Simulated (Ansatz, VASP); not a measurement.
ReP in VASP and in Ansatz

INCAR

```
SYSTEM = ReP
PREC = Accurate
ENCUT = 520
EDIFF = 1E-7
ISMEAR = 0
SIGMA = 0.05
LREAL = .False.
LASPH = .True.
NELM = 80
ALGO = Normal
ISIF = 2
LWAVE = .False.
LCHARG = .False.
NBANDS = 13
```

KPOINTS

```
regular mesh
0
Gamma
  12 12 12
  0 0 0
```

Contents of POSCAR:

```
ReP
1.0
    0.0000000000      2.4579799456      2.4579799456
    2.4579799456      0.0000000000      2.4579799456
    2.4579799456      2.4579799456      0.0000000000
Re P
1 1
Direct
    0.5000000000      0.5000000000      0.5000000000
    0.0000000000      0.0000000000      0.0000000000
```

Input for Ansatz:

```yaml
crystal:
  lattice:
    - [0.0, 2.4579799456, 2.4579799456]
    - [2.4579799456, 0.0, 2.4579799456]
    - [2.4579799456, 2.4579799456, 0.0]
  atoms:
    - { symbol: Re, position: [0.5, 0.5, 0.5] }
    - { symbol: P, position: [0.0, 0.0, 0.0] }
basis:
  ecutwfc: 420
  ecutrho_ratio: 4
kpoints:
  mp_grid: { grid: [12, 12, 12] }
hamiltonian:
  xc: lda
scf:
  occupations: { method: gaussian, width: 0.05 }
output:
  forces: true
  stress: true
  eigenvalues: true
  populations: true
```

Alike in both runs: task single point; functional LDA; k mesh 12 × 12 × 12; occupations gaussian, width 0.05 eV; no spin polarisation.

```csv
,VASP,Ansatz
version,VASP 6.6.1,Ansatz 0.2.0
potentials or method,"VASP PAW LDA potentials, release 64 (Re, P), cutoff 520 eV","scalar-relativistic, plane waves, PAW"
valence electrons in the cell,12,20
```

```tsv
	VASP	Ansatz	Ansatz less VASP
gap on the k mesh at the Fermi level (eV)	none	none	-
pressure (GPa)	-8.5	-9.9	-1.47
```

LDA's correlation is that of Perdew and Zunger in VASP and of Perdew and Wang (1992) in Ansatz. A gap of «none» marks a metal or a gap that the smearing closes. VASP's potentials hold 12 valence electrons a cell and Ansatz's 20, so a difference there can come from the potentials and not from the codes.

Spin-orbit coupling is off throughout.
